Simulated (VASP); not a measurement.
A run of VASP 6.6.1:

The input INCAR:

```
SYSTEM = W8C9F3
  ALGO = Normal
  EDIFF = 1E-7
  ENCUT = 520
  GGA = PS
  ISIF = 2
  ISMEAR = -1
  LASPH = .TRUE.
  LCHARG = .TRUE.
  LELF = .TRUE.
  LREAL = Auto
  LVHAR = .TRUE.
  LWAVE = .FALSE.
  NBANDS = 100
  NELM = 80
  PREC = Accurate
  SIGMA = 0.15
```

File KPOINTS:

```
k-points
0
G
  3 3 1
  0 0 0
```

POSCAR

```
W8C9F3
1.0
    5.7763200000      0.0000000000      0.0000000000
   -2.8881600000      5.0024400000      0.0000000000
    0.0000000000      0.0000000000     16.2384600000
W C F
8 9 3
Direct
    0.0000000000      0.0000000000      0.0615822000
   -0.0002872976      0.0002818187      0.2362581150
    0.0000000000      0.5000000000      0.0615822000
   -0.0002806071      0.4994226507      0.2362598802
    0.5000000000      0.0000000000      0.0615822000
    0.5005793599      0.0002885826      0.2362594150
    0.5000000000      0.5000000000      0.0615822000
    0.5000052304      0.4999993335      0.2355090484
    0.3333543381      0.1667141916      0.1421092032
    0.3322358725      0.1644321762      0.3041761852
    0.3333603091      0.6666459287      0.1421096108
    0.3322092027      0.6677645521      0.3041774170
    0.8333339719      0.1666663307      0.1433949813
    0.8333423670      0.1666612996      0.3142750458
    0.8332854117      0.6666371013      0.1421084327
    0.8355707920      0.6677980707      0.3041761200
   -0.1666409073      0.1666582172      0.4072945489
   -0.2934401952     -0.0832335330      0.4385341375
    0.0832597841      0.2897455512      0.4385283002
   -0.2897230147      0.2934681675      0.4385345549
```

Potentials or basis: VASP PAW PBE potentials, release 64 (W_sv, C, F).

Launch:

```sh
$ cat potpaw_PBE.64/W_sv/POTCAR potpaw_PBE.64/C/POTCAR potpaw_PBE.64/F/POTCAR > POTCAR
$ mpirun -np 1 vasp_std > vasp.out
```

Hardware: 1 thread of Intel(R) Xeon(R) 6975P-C (Granite Rapids) (shared host).

Problem. Estimate the wall time of this run.

Solution. It took 6.9 min on 1 thread of Intel(R) Xeon(R) 6975P-C (Granite Rapids) (shared host), peak memory 0.68 GiB. Counts: scf iterations 30, k points 5.
